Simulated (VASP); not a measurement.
# CdI2 (P-3m1) in VASP: further runs

Runs on CdI2. Level: r2SCAN. Tasks: relaxation of cell and atoms.

All numbers are computed with VASP 6.6.1; they aren't measurements. Logs are shortened: lines on timing, memory, paths and dates and some standing lists are left out, and cuts for length are marked.

## (1) The cell of the first run

The structure is trigonal, space group P-3m1 (No. 164). Conventional cell: a = 4.092 Å, b = 4.092 Å, c = 6.528 Å, α = 90.00°, β = 90.00°, γ = 120.00°. Within 3.8 Å of Cd (site symmetry -3m) lie 6 I at 2.90 Å. Within 3.8 Å of I (site symmetry 3m) lie 3 Cd at 2.90 Å.

## (2) Relaxation of cell and atoms, r2SCAN, target pressure 5 GPa, at which the enthalpy is minimised

Input file POSCAR:

```
CdI2
1.0
    4.0919644877      0.0000000000      0.0000000000
   -2.0459822439      3.5437451978      0.0000000000
    0.0000000000      0.0000000000      6.5278583853
Cd I
1 2
Direct
    0.0000000000      0.0000000000      0.0000000000
    0.3333333333      0.6666666667      0.2567242432
    0.6666666667      0.3333333333      0.7432757568
```

Input file INCAR.step1:

```
SYSTEM = CdI2
  ALGO = Normal
  EDIFF = 1E-5
  EDIFFG = -0.005
  ENCUT = 550
  GGA = PE
  GGA_COMPAT = .False.
  IBRION = 2
  ISIF = 3
  ISMEAR = 0
  LASPH = .True.
  LCHARG = .False.
  LREAL = .False.
  LWAVE = .True.
  NELM = 120
  NELMIN = 4
  NSW = 100
  PREC = Accurate
  SIGMA = 0.02
```

Input file INCAR.step2:

```
SYSTEM = CdI2
  ALGO = Normal
  EDIFF = 1E-7
  EDIFFG = -0.008
  ENCUT = 550
  GGA_COMPAT = .False.
  IBRION = 2
  ISIF = 3
  ISMEAR = 0
  ISTART = 1
  LASPH = .True.
  LCHARG = .False.
  LMIXTAU = .True.
  LREAL = .False.
  LWAVE = .False.
  METAGGA = R2SCAN
  NELM = 120
  NELMIN = 4
  NSW = 70
  PREC = Accurate
  PSTRESS = 50.0
  SIGMA = 0.02
```

Input file KPOINTS:

```
k-points
0
Gamma
  6 6 4
  0 0 0
```

Potentials or basis: VASP PAW PBE potentials, release 64 (Cd, I).

Run with:

```bash
cat potpaw_PBE.64/Cd/POTCAR potpaw_PBE.64/I/POTCAR > POTCAR
cp INCAR.step1 INCAR
mpirun -np 1 vasp_std > vasp.out
cp INCAR.step2 INCAR
mpirun -np 1 vasp_std > vasp.out
```

OUTCAR:

```text
SYSTEM = CdI2
   EDIFF = 1E-7
   EDIFFG = -0.008
   ENCUT = 550
   IBRION = 2
   ISIF = 3
   ISMEAR = 0
   ISTART = 1
   LASPH = .True.
   LREAL = .False.
   METAGGA = R2SCAN
   NELM = 120
   NELMIN = 4
   NSW = 70
   PREC = Accurate
   PSTRESS = 50.0

 ion  position               nearest neighbor table
   1  0.000  0.000  0.000-   2 2.90   3 2.90   3 2.90   2 2.90   3 2.90   2 2.90
   2  0.333  0.667  0.257-   1 2.90   1 2.90   1 2.90
   3  0.667  0.333  0.743-   1 2.90   1 2.90   1 2.90

  LATTYP: Found a hexagonal cell.
 ALAT       =     4.0919644877
 C/A-ratio  =     1.5952871548

  Lattice vectors:

 A1 = (   4.0919644877,   0.0000000000,   0.0000000000)
 A2 = (  -2.0459822439,   3.5437451978,   0.0000000000)
 A3 = (   0.0000000000,   0.0000000000,   6.5278583853)

Analysis of symmetry for initial positions (statically):
=====================================================================
 Subroutine PRICEL returns:
 Original cell was already a primitive cell.

 Routine SETGRP: Setting up the symmetry group for a
 hexagonal supercell.

 Subroutine GETGRP returns: Found 12 space group operations
 (whereof 12 operations were pure point group operations)
 out of a pool of 24 trial point group operations.

The static configuration has the point symmetry D_3d.

Analysis of symmetry for dynamics (positions and initial velocities):
=====================================================================
 Subroutine PRICEL returns:
 Original cell was already a primitive cell.

 Routine SETGRP: Setting up the symmetry group for a
 hexagonal supercell.

 Subroutine GETGRP returns: Found 12 space group operations
 (whereof 12 operations were pure point group operations)
 out of a pool of 24 trial point group operations.

The dynamic configuration has the point symmetry D_3d.

 Subroutine INISYM returns: Found 12 space group operations
 (whereof 12 operations are pure point group operations),
 and found     1 'primitive' translations

----------------------------------------------------------------------------------------

                                     Primitive cell

  volume of cell :      94.6597

  direct lattice vectors                    reciprocal lattice vectors
     4.091964488  0.000000000  0.000000000     0.244381397  0.141093666  0.000000000
    -2.045982244  3.543745198  0.000000000     0.000000000  0.282187331  0.000000000
     0.000000000  0.000000000  6.527858385     0.000000000  0.000000000  0.153189598

  length of vectors
     4.091964488  4.091964488  6.527858385     0.282187331  0.282187331  0.153189598

  position of ions in fractional coordinates (direct lattice)
     0.000000000  0.000000000  0.000000000
     0.333333333  0.666666667  0.256724243
     0.666666667  0.333333333  0.743275757

  ion indices of the primitive-cell ions
   primitive index   ion index
                 1           1
                 2           2
                 3           3

----------------------------------------------------------------------------------------

 KPOINTS: k-points

Automatic generation of k-mesh.
 Grid dimensions read from file:
 generate k-points for:    6    6    4

 Generating k-lattice:

  Cartesian coordinates                     Fractional coordinates (reciprocal lattice)
     0.040730233  0.023515611  0.000000000     0.166666667  0.000000000  0.000000000
     0.000000000  0.047031222  0.000000000     0.000000000  0.166666667  0.000000000
     0.000000000  0.000000000  0.038297399     0.000000000  0.000000000  0.250000000

  Length of vectors
     0.047031222  0.047031222  0.038297399

  Shift w.r.t. Gamma in fractional coordinates (k-lattice)
     0.000000000  0.000000000  0.000000000

 Subroutine IBZKPT returns following result:
 ===========================================

 Found     24 irreducible k-points:

 Following reciprocal coordinates:
            Coordinates               Weight
  0.000000  0.000000  0.000000      1.000000
  0.166667 -0.000000  0.000000      6.000000
  0.333333 -0.000000  0.000000      6.000000
  0.500000 -0.000000  0.000000      3.000000
  0.166667  0.166667  0.000000      6.000000
  0.333333  0.166667  0.000000     12.000000
[... 16 lines left out ...]
  0.333333  0.166667  0.500000     12.000000
  0.333333  0.333333  0.500000      2.000000
   k-points           NKPTS =     24   k-points in BZ     NKDIM =     24   number of bands    NBANDS=     17
   number of dos      NEDOS =    301   number of ions     NIONS =      3
   total plane-waves  NPLWV =  51200
   dimension x,y,z NGX =    32 NGY =   32 NGZ =   50
   dimension x,y,z NGXF=    64 NGYF=   64 NGZF=  100
   ions per type =               1   2
   NGX,Y,Z   is equivalent  to a cutoff of  13.00, 13.00, 12.73 a.u.
   NGXF,Y,Z  is equivalent  to a cutoff of  26.00, 26.00, 25.47 a.u.
 SYSTEM =  CdI2
   PREC   = accura    normal or accurate (medium, high low for compatibility)
   ISTART =      1    job   : 0-new  1-cont  2-samecut
   ICHARG =      0    charge: 1-file 2-atom 10-const
   ISPIN  =      1    spin polarized calculation?
   LNONCOLLINEAR =      F non collinear calculations
   LSORBIT =      F    spin-orbit coupling
   LASPH  =      T    aspherical Exc in radial PAW
   ENCUT  =  550.0 eV  40.42 Ry    6.36 a.u.   7.82  7.82 12.48*2*pi/ulx,y,z
   NELM   =    120;   NELMIN=  4; NELMDL=  0     # of ELM steps
   EDIFF  = 0.1E-06   stopping-criterion for ELM
   LREAL  =      F    real-space projection
   EDIFFG = -.8E-02   stopping-criterion for IOM
   NSW    =     70    number of steps for IOM
   IBRION =      2    ionic relax: 0-MD 1-quasi-New 2-CG
   NFREE  =      1    steps in history (QN), initial steepest desc. (CG)
   ISIF   =      3    stress and relaxation
   ISYM   =      2    0-nonsym 1-usesym 2-fastsym
   POTIM  = 0.5000    time-step for ionic-motion
   TEBEG  =    0.0;   TEEND  =   0.0 temperature during run
   PSTRESS=   50.0 pullay stress
   NELECT =      26.0000    total number of electrons
   NUPDOWN=      -1.0000    fix difference up-down
   EMIN   =  10.00;   EMAX   =-10.00  energy-range for DOS
   EFERMI =   0.00;   METHOD = LEGACY
   ISMEAR =     0;   SIGMA  =   0.02  broadening in eV -4-tet -1-fermi 0-gaus
   EFERMI_NEDOS =   21; number of points for ismear=-14 and -15
   IALGO  =     38    algorithm
   IMIX   =      4    mixing-type and parameters
     AMIX     =   0.40;   BMIX     =  1.00
     AMIX_MAG =   1.60;   BMIX_MAG =  1.00
  volume/ion in A,a.u.               =      31.55       212.93
  Fermi-wavevector in a.u.,A,eV,Ry     =   1.064170  2.010989 15.408017  1.132457
  Thomas-Fermi vector in A             =   2.199679
   LORBIT       =      0    0 simple, 1 ext, 2 COOP (PROOUT), +10 PAW based schemes
   METAGGA = R2SCAN    functional components
   LHFCALC =     F    Hartree Fock is set to
   AEXX    =    0.0000 exact exchange contribution
   IVDW    =     0    specifies the selected vdW correction
   LEPSILON=     F    determine dielectric tensor
   LRPA    =     F    only Hartree local field effects (RPA)
 conjugate gradient relaxation of ions
 non-spin polarized calculation
 Gauss-broadening in eV      SIGMA  =   0.02
  energy-cutoff  :      550.00
  volume of cell :       94.66
 maximum number of plane-waves:      2804
 NGX is ok and might be reduce to    32
   NGX = 15   NGY = 15   NGZ = 25

--------------------------------------- Ionic step        1  -------------------------------------------

 number of electron      26.0000010 magnetization

 Free energy of the ion-electron system (eV)
  ---------------------------------------------------
  ext. energy  EPLUGINS =         0.00000000
  ---------------------------------------------------
  free energy    TOTEN  =       -71.10499731 eV

  energy without entropy =      -71.10499731  energy(sigma->0) =      -71.10499731

------------------------ aborting loop because EDIFF is reached ----------------------------------------

  FORCE on cell =-STRESS in cart. coord.  units (eV):
  Direction    XX          YY          ZZ          XY          YZ          ZX
  --------------------------------------------------------------------------------------
  -------------------------------------------------------------------------------------
  Total        3.7929059      3.7929059      3.7648901     -0.0000000      0.0000000      0.0000000
  in kB       64.1974205     64.1974205     63.7232350     -0.0000000      0.0000000      0.0000000
  external PRESSURE =      14.0393587 kB  Pullay stress =      50.0000000 kB

 VOLUME and BASIS-vectors are now :
 -----------------------------------------------------------------------------
  energy-cutoff  :      550.00
  volume of cell :       94.66
      direct lattice vectors                 reciprocal lattice vectors
     4.091964488  0.000000000  0.000000000     0.244381397  0.141093666  0.000000000
    -2.045982244  3.543745198  0.000000000     0.000000000  0.282187331  0.000000000
     0.000000000  0.000000000  6.527858385     0.000000000  0.000000000  0.153189598
[... 79 lines left out ...]
 POSITION                                       TOTAL-FORCE (eV/Angst)
 -----------------------------------------------------------------------------------
     -0.00000      0.00000      6.58263        -0.000000      0.000000      0.000000
     -0.00000      2.38300      1.70712         0.000000     -0.000000      0.229660
      2.06374      1.19150      4.87551        -0.000000      0.000000     -0.229660
 -----------------------------------------------------------------------------------
    total drift:                                0.000000     -0.000000      0.000000

  FREE ENERGIE OF THE ION-ELECTRON SYSTEM (eV)
  ---------------------------------------------------
  free  energy   TOTEN  =       -71.2013317441 eV

  energy  without entropy=      -71.2013317441  energy(sigma->0) =      -71.20133174

  enthalpy is  TOTEN    =       -68.1705095655 eV   P V=        3.0308221786

[... ionic steps 4 to 7 ...]

--------------------------------------- Ionic step        8  -------------------------------------------

 number of electron      26.0000008 magnetization

------------------------ aborting loop because EDIFF is reached ----------------------------------------

  FORCE on cell =-STRESS in cart. coord.  units (eV):
  Direction    XX          YY          ZZ          XY          YZ          ZX
  --------------------------------------------------------------------------------------
  -------------------------------------------------------------------------------------
  Total        2.9084600      2.9084600      2.8316050     -0.0000000      0.0000000     -0.0000000
  in kB       49.2111026     49.2111026     47.9107172     -0.0000000      0.0000000     -0.0000000
  external PRESSURE =      -1.2223592 kB  Pullay stress =      50.0000000 kB

 VOLUME and BASIS-vectors are now :
 -----------------------------------------------------------------------------
  energy-cutoff  :      550.00
  volume of cell :       94.69
      direct lattice vectors                 reciprocal lattice vectors
     4.108366680 -0.000000000  0.000000000     0.243405732  0.140530365  0.000000000
    -2.054183340  3.557949913  0.000000000     0.000000000  0.281060730 -0.000000000
    -0.000000000  0.000000000  6.478009000    -0.000000000 -0.000000000  0.154368418
[... 48 lines left out ...]
  FREE ENERGIE OF THE ION-ELECTRON SYSTEM (eV)
  ---------------------------------------------------
  free  energy   TOTEN  =       -71.1350168472 eV

  energy  without entropy=      -71.1350168472  energy(sigma->0) =      -71.13501685

  enthalpy is  TOTEN    =       -68.1877370413 eV   P V=        2.9472798059

--------------------------------------- Ionic step       10  -------------------------------------------

 number of electron      26.0000007 magnetization

 Free energy of the ion-electron system (eV)
  ---------------------------------------------------
  ext. energy  EPLUGINS =         0.00000000
  ---------------------------------------------------
  free energy    TOTEN  =       -71.13648442 eV

  energy without entropy =      -71.13648442  energy(sigma->0) =      -71.13648442

 E-fermi :   3.1780     XC(G=0):  -9.6608

 val. band max:        3.0659112611   @ k =   0.0000   0.0000   0.5000
 cond. band min:       5.7545658124   @ k =   0.3333   0.3333   0.0000
 fundamental gap:      2.6886545513
 Fermi energy:         3.1779667369

 k-point     1 :       0.0000    0.0000    0.0000
  band No.  band energies     occupation
      1     -10.0203      2.00000
      2      -8.9626      2.00000
      3      -5.0557      2.00000
      4      -5.0557      2.00000
      5      -4.9274      2.00000
      6      -4.8121      2.00000
[... 9 lines left out ...]
     16      10.0432      0.00000
     17      10.0432      0.00000
[... 480 lines left out ...]
 POSITION                                       TOTAL-FORCE (eV/Angst)
 -----------------------------------------------------------------------------------
     -0.00000      0.00000      0.00000        -0.000000     -0.000000      0.000000
     -0.00000      2.37294      1.72737         0.000000     -0.000000     -0.005823
      2.05503      1.18647      4.73141        -0.000000      0.000000      0.005823
 -----------------------------------------------------------------------------------
    total drift:                               -0.000000      0.000000     -0.000000

  FREE ENERGIE OF THE ION-ELECTRON SYSTEM (eV)
  ---------------------------------------------------
  free  energy   TOTEN  =       -71.1364844240 eV

  energy  without entropy=      -71.1364844240  energy(sigma->0) =      -71.13648442

  enthalpy is  TOTEN    =       -68.1877457105 eV   P V=        2.9487387136

 reached required accuracy - stopping structural energy minimisation
```

It took 13 min on 1 thread of Intel Xeon 6975P-C (Granite Rapids), shared host; peak memory 0.27 GiB.

Results:

- Free energy: -71.1365 eV
- Relaxed volume: 31.50 Å³/atom
- Relaxed cell: a = 4.110 Å, b = 4.110 Å, c = 6.459 Å, α = 90.00°, β = 90.00°, γ = 120.00°
- Space group after relaxing (to 0.1 Å): P-3m1 (No. 164)
- Energy change on relaxing (the run minimises the enthalpy): -10.5 meV/atom
- Ionic steps: 10
- Pressure after relaxing: 5.0 GPa
- Largest force after relaxing: 0.006 eV/Å
- Band gap on the k mesh: 2.69 eV (least direct gap 3.24 eV)

Forces in eV/Å, atoms in the order of the input:
```
Cd   0.000  0.000  0.000
I    0.000  0.000 -0.006
I    0.000  0.000  0.006
```

Step by step:
| step | energy change (eV) | largest force (eV/Å) | pressure (GPa) | volume (Å³) |
| --- | --- | --- | --- | --- |
| 1 | 0.0000 | 0.5456 | 6.40 | 94.66 |
| 2 | -0.1337 | 0.0714 | 3.55 | 98.50 |
| 3 | -0.0963 | 0.2297 | 4.49 | 97.12 |
| 4 | -0.0806 | 0.1705 | 4.64 | 96.36 |
| 5 | -0.0223 | 0.0150 | 5.13 | 94.22 |
| 6 | -0.0297 | 0.0068 | 5.07 | 94.45 |
| 7 | -0.0357 | 0.0145 | 4.93 | 94.63 |
| 8 | -0.0377 | 0.0219 | 4.88 | 94.69 |
| 9 | -0.0300 | 0.0021 | 5.04 | 94.44 |
| 10 | -0.0315 | 0.0058 | 5.01 | 94.49 |

Final structure:
```xyz
3
Lattice="4.1101 0.0000 0.0000 -2.0550 3.5594 0.0000 0.0000 0.0000 6.4588" Properties=species:S:1:pos:R:3 pbc="T T T"
Cd    0.0000    0.0000    0.0000
I     0.0000    2.3729    1.7274
I     2.0550    1.1865    4.7314
```

Caveat: the cell is relaxed towards a set pressure, so the run minimises the enthalpy, not the energy; the PAW data sets were made with another functional, which shifts forces and pressure a little; spin-orbit coupling is left out, which moves the levels of the heavy elements. A k mesh can miss the band edges.

## (3) Relaxation of cell and atoms, r2SCAN, target pressure 2 GPa, at which the enthalpy is minimised

This run uses another cell than the first one, of 37.55 Å³/atom.

Input file POSCAR:

```
CdI2
1.0
    4.2584884488      0.0000000000      0.0000000000
   -2.1292442244      3.6879591783      0.0000000000
    0.0000000000      0.0000000000      7.1728607760
Cd I
1 2
Direct
    0.0000000000      0.0000000000      0.0000000000
    0.3333333333      0.6666666667      0.2378241560
    0.6666666667      0.3333333333      0.7621758440
```

Input file INCAR.step1:

```
SYSTEM = CdI2
PREC = Accurate
ENCUT = 550
ISMEAR = 0
SIGMA = 0.02
LREAL = .FALSE.
LASPH = .TRUE.
NELM = 120
GGA = PE
ALGO = Normal
EDIFF = 1E-5
LWAVE = .TRUE.
LCHARG = .FALSE.
GGA_COMPAT = .FALSE.
IBRION = 2
ISIF = 3
EDIFFG = -0.005
NELMIN = 4
NSW = 100
```

Input file INCAR.step2:

```
SYSTEM = CdI2
PREC = Accurate
ENCUT = 550
EDIFF = 1E-7
ISMEAR = 0
SIGMA = 0.02
LREAL = .FALSE.
LASPH = .TRUE.
NELM = 120
ALGO = Normal
ISIF = 3
LWAVE = .FALSE.
LCHARG = .FALSE.
METAGGA = R2SCAN
LMIXTAU = .TRUE.
IBRION = 2
NSW = 70
EDIFFG = -0.008
PSTRESS = 20.0
ISTART = 1
GGA_COMPAT = .FALSE.
NELMIN = 4
```

Input file KPOINTS:

```
regular mesh
0
G
  6 6 4
  0 0 0
```

Potentials or basis: VASP PAW PBE potentials, release 64 (Cd, I).

Run with:

```bash
cat potpaw_PBE.64/Cd/POTCAR potpaw_PBE.64/I/POTCAR > POTCAR
cp INCAR.step1 INCAR
mpirun -np 1 vasp_std > vasp.out
cp INCAR.step2 INCAR
mpirun -np 1 vasp_std > vasp.out
```

Run time: 20 min. Hardware: 1 thread of Intel Xeon 6975P-C (Granite Rapids), shared host; peak memory 0.32 GiB.

The run converged. Its results:

```yaml
Free_energy: -71.3119 eV
Relaxed_volume: 34.21 Å³/atom
Relaxed_cell: a = 4.206 Å, b = 4.206 Å, c = 6.698 Å, α = 90.00°, β = 90.00°, γ = 120.00°
Space_group_after_relaxing_to_0.1_Å: P-3m1 (No. 164)
Energy_change_on_relaxing_the_run_minimises_the_enthalpy: +18.2 meV/atom
Ionic_steps: 12
Pressure_after_relaxing: 2.0 GPa
Largest_force_after_relaxing: 0.004 eV/Å
Band_gap_on_the_k_mesh: 2.80 eV (least direct gap 3.18 eV)
```

Forces on the atoms (eV/Å):
```
Cd   0.000  0.000  0.000
I    0.000  0.000  0.004
I    0.000  0.000 -0.004
```

The path:
| step | energy change (eV) | largest force (eV/Å) | pressure (GPa) | volume (Å³) |
| --- | --- | --- | --- | --- |
| 1 | 0.0000 | 0.1353 | 0.76 | 112.65 |
| 2 | 0.0403 | 0.3805 | 2.30 | 107.96 |
| 3 | 0.0359 | 0.3614 | 2.17 | 108.30 |
| 4 | 0.0357 | 0.3103 | 2.17 | 107.31 |
| 5 | 0.0462 | 0.1481 | 2.22 | 104.39 |
| 6 | 0.1320 | 0.2471 | 2.73 | 98.66 |
| 7 | 0.0631 | 0.0509 | 2.36 | 102.54 |
| 8 | 0.0688 | 0.0192 | 2.39 | 102.07 |
| 9 | 0.0413 | 0.1250 | 1.33 | 104.05 |
| 10 | 0.0492 | 0.0716 | 1.72 | 103.29 |
| 11 | 0.0563 | 0.0177 | 2.06 | 102.51 |
| 12 | 0.0546 | 0.0040 | 2.01 | 102.63 |

Final structure:
```xyz
3
Lattice="4.2063 0.0000 0.0000 -2.1031 3.6428 0.0000 0.0000 0.0000 6.6979" Properties=species:S:1:pos:R:3 pbc="T T T"
Cd    2.1031    3.6428    6.6979
I     0.0000    2.4285    1.7222
I     2.1031    1.2143    4.9757
```

Levels at points of the mesh, in eV from the valence-band top:
```tsv
k point	band 9	band 10	band 11	band 12	band 13	band 14	band 15	band 16	band 17
(0.00, 0.00, 0.00)	-0.31	-0.31	-0.21	-0.21	-0.08	3.11	5.03	6.94	6.94
(0.50, 0.00, 0.00)	-2.87	-2.22	-1.64	-0.83	-0.13	3.12	5.56	6.19	6.96
(0.00, 0.00, 0.50)	-1.84	-0.49	-0.49	0.00	0.00	4.31	5.14	6.66	6.66
(0.50, 0.00, 0.50)	-3.45	-1.35	-1.23	-0.57	-0.55	2.80	5.35	6.26	7.07
```

Caveat: the cell is relaxed towards a set pressure, so the run minimises the enthalpy, not the energy; the PAW data sets were made with another functional, which shifts forces and pressure a little; spin-orbit coupling is left out, which moves the levels of the heavy elements.
